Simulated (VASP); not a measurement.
# GaP (I-4m2) in VASP: notebook

GaP is run at these levels: PBE; tasks: single point.

Program: VASP 6.6.1. These are calculated values, not measurements. Logs are shortened: lines on timing, memory, paths and dates and some standing lists are left out, and cuts for length are marked.

## Step 1: The cell of the first run

The structure is tetragonal, space group I-4m2 (No. 119). The conventional cell has a = 3.854 Å, b = 3.854 Å, c = 5.287 Å, α = 90.00°, β = 90.00°, γ = 90.00°. Ga (site symmetry -4m2) has 4 P at 2.34 Å within 3.1 Å. P (site symmetry -4m2) has 4 Ga at 2.34 Å within 3.1 Å.

## Step 2: Single point, PBE (strain -0.0300 x Voigt [0, 1, 0, 0, 0, 0])

Contents of INCAR:

```
SYSTEM = GaP
ALGO = Normal
EDIFF = 1E-6
ENCUT = 520
GGA = PE
ISIF = 2
ISMEAR = 0
LASPH = .TRUE.
LCHARG = .FALSE.
LREAL = .FALSE.
LWAVE = .FALSE.
NBANDS = 16
NELM = 100
PREC = Accurate
SIGMA = 0.05
```

Contents of KPOINTS:

```
k-points
0
G
  8 8 8
  0 0 0
```

Contents of POSCAR:

```
GaP
1.0
    0.0000000000      2.6434925000      2.7252500000
    2.7252500000      0.0000000000      2.7252500000
    2.7252500000      2.6434925000      0.0000000000
Ga P
1 1
Direct
    0.0000000000      0.0000000000      0.0000000000
    0.7500000000      0.7500000000      0.7500000000
```

Potentials or basis: VASP PAW PBE potentials, release 64 (Ga_d, P).

The run is started by

```
$ cat potpaw_PBE.64/Ga_d/POTCAR potpaw_PBE.64/P/POTCAR > POTCAR
$ mpirun -np 1 vasp_std > vasp.out
```

OUTCAR:

```text
SYSTEM = GaP
   EDIFF = 1E-6
   ENCUT = 520
   GGA = PE
   ISIF = 2
   ISMEAR = 0
   LASPH = .TRUE.
   LREAL = .FALSE.
   NELM = 100
   PREC = Accurate

 ion  position               nearest neighbor table
   1  0.000  0.000  0.000-   2 2.34   2 2.34   2 2.34   2 2.34
   2  0.750  0.750  0.750-   1 2.34   1 2.34   1 2.34   1 2.34

  LATTYP: Found a body centered tetragonal cell.
 ALAT       =     3.8540855109
 C/A-ratio  =     1.3717871555

  Lattice vectors:

 A1 = (   0.0000000000,  -2.6434925000,   2.7252500000)
 A2 = (   0.0000000000,  -2.6434925000,  -2.7252500000)
 A3 = (   2.7252500000,   2.6434925000,   0.0000000000)

Analysis of symmetry for initial positions (statically):
=====================================================================
 Subroutine PRICEL returns:
 Original cell was already a primitive cell.

 Routine SETGRP: Setting up the symmetry group for a
 body centered tetragonal supercell.

 Subroutine GETGRP returns: Found  8 space group operations
 (whereof  8 operations were pure point group operations)
 out of a pool of 16 trial point group operations.

The static configuration has the point symmetry D_2d.

Analysis of symmetry for dynamics (positions and initial velocities):
=====================================================================
 Subroutine PRICEL returns:
 Original cell was already a primitive cell.

 Routine SETGRP: Setting up the symmetry group for a
 body centered tetragonal supercell.

 Subroutine GETGRP returns: Found  8 space group operations
 (whereof  8 operations were pure point group operations)
 out of a pool of 16 trial point group operations.

The dynamic configuration has the point symmetry D_2d.

 Subroutine INISYM returns: Found  8 space group operations
 (whereof  8 operations are pure point group operations),
 and found     1 'primitive' translations

----------------------------------------------------------------------------------------

                                     Primitive cell

  volume of cell :      39.2664

  direct lattice vectors                    reciprocal lattice vectors
     0.000000000  2.643492500  2.725250000    -0.183469406  0.189143718  0.183469406
     2.725250000  0.000000000  2.725250000     0.183469406 -0.189143718  0.183469406
     2.725250000  2.643492500  0.000000000     0.183469406  0.189143718 -0.183469406

  length of vectors
     3.796714390  3.854085511  3.796714390     0.321087826  0.321087826  0.321087826

  position of ions in fractional coordinates (direct lattice)
     0.000000000  0.000000000  0.000000000
     0.750000000  0.750000000  0.750000000

  ion indices of the primitive-cell ions
   primitive index   ion index
                 1           1
                 2           2

----------------------------------------------------------------------------------------

 KPOINTS: k-points

Automatic generation of k-mesh.
 Grid dimensions read from file:
 generate k-points for:    8    8    8

 Generating k-lattice:

  Cartesian coordinates                     Fractional coordinates (reciprocal lattice)
    -0.022933676  0.023642965  0.022933676     0.125000000  0.000000000  0.000000000
     0.022933676 -0.023642965  0.022933676     0.000000000  0.125000000  0.000000000
     0.022933676  0.023642965 -0.022933676     0.000000000  0.000000000  0.125000000

  Length of vectors
     0.040135978  0.040135978  0.040135978

  Shift w.r.t. Gamma in fractional coordinates (k-lattice)
     0.000000000  0.000000000  0.000000000

 Subroutine IBZKPT returns following result:
 ===========================================

 Found     59 irreducible k-points:

 Following reciprocal coordinates:
            Coordinates               Weight
  0.000000  0.000000  0.000000      1.000000
  0.125000  0.000000  0.000000      8.000000
  0.250000  0.000000  0.000000      8.000000
  0.375000  0.000000  0.000000      8.000000
  0.500000  0.000000  0.000000      4.000000
  0.125000  0.125000  0.000000      4.000000
[... 16 lines left out ...]
  0.250000  0.000000  0.125000      8.000000
  0.375000  0.000000  0.125000      8.000000
 [... further k-points ...]
   k-points           NKPTS =     59   k-points in BZ     NKDIM =     59   number of bands    NBANDS=     16
   number of dos      NEDOS =    301   number of ions     NIONS =      2
   total plane-waves  NPLWV =  23520
   dimension x,y,z NGX =    28 NGY =   30 NGZ =   28
   dimension x,y,z NGXF=    56 NGYF=   60 NGZF=   56
   ions per type =               1   1
   NGX,Y,Z   is equivalent  to a cutoff of  12.26, 12.94, 12.26 a.u.
   NGXF,Y,Z  is equivalent  to a cutoff of  24.52, 25.88, 24.52 a.u.
 SYSTEM =  GaP
   PREC   = accura    normal or accurate (medium, high low for compatibility)
   ISTART =      0    job   : 0-new  1-cont  2-samecut
   ICHARG =      2    charge: 1-file 2-atom 10-const
   ISPIN  =      1    spin polarized calculation?
   LNONCOLLINEAR =      F non collinear calculations
   LSORBIT =      F    spin-orbit coupling
   LASPH  =      T    aspherical Exc in radial PAW
   ENCUT  =  520.0 eV  38.22 Ry    6.18 a.u.   7.06  7.17  7.06*2*pi/ulx,y,z
   NELM   =    100;   NELMIN=  2; NELMDL= -5     # of ELM steps
   EDIFF  = 0.1E-05   stopping-criterion for ELM
   LREAL  =      F    real-space projection
   EDIFFG = 0.1E-04   stopping-criterion for IOM
   NSW    =      0    number of steps for IOM
   IBRION =     -1    ionic relax: 0-MD 1-quasi-New 2-CG
   NFREE  =      0    steps in history (QN), initial steepest desc. (CG)
   ISIF   =      2    stress and relaxation
   ISYM   =      2    0-nonsym 1-usesym 2-fastsym
   POTIM  = 0.5000    time-step for ionic-motion
   TEBEG  =    0.0;   TEEND  =   0.0 temperature during run
   PSTRESS=    0.0 pullay stress
   NELECT =      18.0000    total number of electrons
   NUPDOWN=      -1.0000    fix difference up-down
   EMIN   =  10.00;   EMAX   =-10.00  energy-range for DOS
   EFERMI =   0.00;   METHOD = LEGACY
   ISMEAR =     0;   SIGMA  =   0.05  broadening in eV -4-tet -1-fermi 0-gaus
   EFERMI_NEDOS =   21; number of points for ismear=-14 and -15
   IALGO  =     38    algorithm
   IMIX   =      4    mixing-type and parameters
     AMIX     =   0.40;   BMIX     =  1.00
     AMIX_MAG =   1.60;   BMIX_MAG =  1.00
  volume/ion in A,a.u.               =      19.63       132.49
  Fermi-wavevector in a.u.,A,eV,Ry     =   1.262289  2.385380 21.679157  1.593373
  Thomas-Fermi vector in A             =   2.395705
   LORBIT       =      0    0 simple, 1 ext, 2 COOP (PROOUT), +10 PAW based schemes
   GGA     = PE    functional components
   LHFCALC =     F    Hartree Fock is set to
   AEXX    =    0.0000 exact exchange contribution
   IVDW    =     0    specifies the selected vdW correction
   LEPSILON=     F    determine dielectric tensor
   LRPA    =     F    only Hartree local field effects (RPA)
 non-spin polarized calculation
 Gauss-broadening in eV      SIGMA  =   0.05
  energy-cutoff  :      520.00
  volume of cell :       39.27
 maximum number of plane-waves:      1078
   NGX = 15   NGY = 15   NGZ = 15

 number of electron      17.9999995 magnetization

 Free energy of the ion-electron system (eV)
  ---------------------------------------------------
  ext. energy  EPLUGINS =         0.00000000
  ---------------------------------------------------
  free energy    TOTEN  =        -9.08142903 eV

  energy without entropy =       -9.08142903  energy(sigma->0) =       -9.08142903

 E-fermi :   5.3579     XC(G=0):  -9.9736

 val. band max:        5.0792877655   @ k =   0.0000   0.0000   0.0000
 cond. band min:       6.3746222865   @ k =   0.3750   0.0000   0.3750
 fundamental gap:      1.2953345210
 Fermi energy:         5.3578754660

 k-point     1 :       0.0000    0.0000    0.0000
  band No.  band energies     occupation
      1      -9.6408      2.00000
      2      -9.6408      2.00000
      3      -9.6316      2.00000
      4      -9.5311      2.00000
      5      -9.5266      2.00000
      6      -7.7545      2.00000
[... 8 lines left out ...]
     15      14.5200      0.00000
     16      15.0609      0.00000

 k-point     2 :       0.1250    0.0000    0.0000
  band No.  band energies     occupation
      1      -9.6543      2.00000
      2      -9.6356      2.00000
      3      -9.6290      2.00000
      4      -9.5314      2.00000
      5      -9.5263      2.00000
      6      -7.5435      2.00000
[... 8 lines left out ...]
     15      14.3219      0.00000
     16      14.8452      0.00000

 k-point     3 :       0.2500    0.0000    0.0000
  band No.  band energies     occupation
      1      -9.6882      2.00000
      2      -9.6244      2.00000
      3      -9.6186      2.00000
      4      -9.5308      2.00000
      5      -9.5239      2.00000
      6      -6.9459      2.00000
[... 8 lines left out ...]
     15      14.0163      0.00000
     16      15.0343      0.00000

 k-point     4 :       0.3750    0.0000    0.0000
  band No.  band energies     occupation
      1      -9.7184      2.00000
      2      -9.6160      2.00000
      3      -9.6103      2.00000
      4      -9.5276      2.00000
      5      -9.5187      2.00000
      6      -6.1076      2.00000
[... 8 lines left out ...]
     15      15.2816      0.00000
     16      15.2896      0.00000
[... 324 lines left out ...]
 k-point    22 :       0.1250    0.0000    0.1250
  band No.  band energies     occupation
      1      -9.6585      2.00000
      2      -9.6305      2.00000
      3      -9.6305      2.00000
      4      -9.5365      2.00000
      5      -9.5227      2.00000
      6      -7.4633      2.00000
[... 8 lines left out ...]
     15      14.7818      0.00000
     16      15.2932      0.00000

 k-point    23 :       0.2500    0.0000    0.1250
  band No.  band energies     occupation
      1      -9.6878      2.00000
      2      -9.6193      2.00000
      3      -9.6187      2.00000
      4      -9.5407      2.00000
      5      -9.5186      2.00000
      6      -6.9852      2.00000
[... 8 lines left out ...]
     15      14.9031      0.00000
     16      16.2494      0.00000

 k-point    24 :       0.3750    0.0000    0.1250
  band No.  band energies     occupation
      1      -9.7162      2.00000
      2      -9.6100      2.00000
      3      -9.6091      2.00000
      4      -9.5396      2.00000
      5      -9.5145      2.00000
      6      -6.2049      2.00000
[... 8 lines left out ...]
     15      15.9861      0.00000
     16      16.0034      0.00000

 [... further k-points ...]
[... 5 lines left out ...]
  --------------------------------------------------------------------------------------
  -------------------------------------------------------------------------------------
  Total        1.1112807      1.6287430      1.1112807      0.0000000      0.0000000      0.0000000
  in kB       45.3433474     66.4572514     45.3433474      0.0000000      0.0000000      0.0000000
  external PRESSURE =      52.3813154 kB  Pullay stress =       0.0000000 kB

 VOLUME and BASIS-vectors are now :
 -----------------------------------------------------------------------------
  energy-cutoff  :      520.00
  volume of cell :       39.27
      direct lattice vectors                 reciprocal lattice vectors
     0.000000000  2.643492500  2.725250000    -0.183469406  0.189143718  0.183469406
     2.725250000  0.000000000  2.725250000     0.183469406 -0.189143718  0.183469406
     2.725250000  2.643492500  0.000000000     0.183469406  0.189143718 -0.183469406

 POSITION                                       TOTAL-FORCE (eV/Angst)
 -----------------------------------------------------------------------------------
      0.00000      0.00000      0.00000        -0.000000     -0.000000     -0.000000
      4.08788      3.96524      4.08788         0.000000      0.000000      0.000000
 -----------------------------------------------------------------------------------
    total drift:                                0.000001     -0.000005      0.000001

  FREE ENERGIE OF THE ION-ELECTRON SYSTEM (eV)
  ---------------------------------------------------
  free  energy   TOTEN  =        -9.0814290287 eV

  energy  without entropy=       -9.0814290287  energy(sigma->0) =       -9.08142903
```

Wall time 38 s (1 thread of Intel Xeon Platinum 8488C (Sapphire Rapids), shared host); peak memory 0.18 GiB.

Results:

| Item | Value |
| --- | --- |
| Free energy | -9.0814 eV |
| Pressure | 5.2 GPa |
| Band gap on the k mesh | 1.30 eV, indirect (least direct gap 1.96 eV) |

Stress tensor (GPa, compression positive):
```
4.53 0.00 0.00
0.00 6.65 0.00
0.00 0.00 4.53
```

Levels at points of the mesh, in eV from the valence-band top:
| k point | band 7 | band 8 | band 9 | band 10 | band 11 | band 12 |
| --- | --- | --- | --- | --- | --- | --- |
| (0.00, 0.00, 0.00) | -0.17 | -0.17 | 0.00 | 1.96 | 3.73 | 3.80 |
| (0.50, 0.00, 0.00) | -6.92 | -1.40 | -1.15 | 1.63 | 4.48 | 4.75 |
| (0.50, 0.50, 0.00) | -7.08 | -2.84 | -2.81 | 1.55 | 1.78 | 10.64 |
| (0.50, 0.00, 0.50) | -6.87 | -3.04 | -3.04 | 1.34 | 1.48 | 10.70 |

Caveat: the cell differs from its parent crystal (strain -0.0300 x Voigt [0, 1, 0, 0, 0, 0]). A k mesh can miss the band edges.

[end of part 1 of 2]
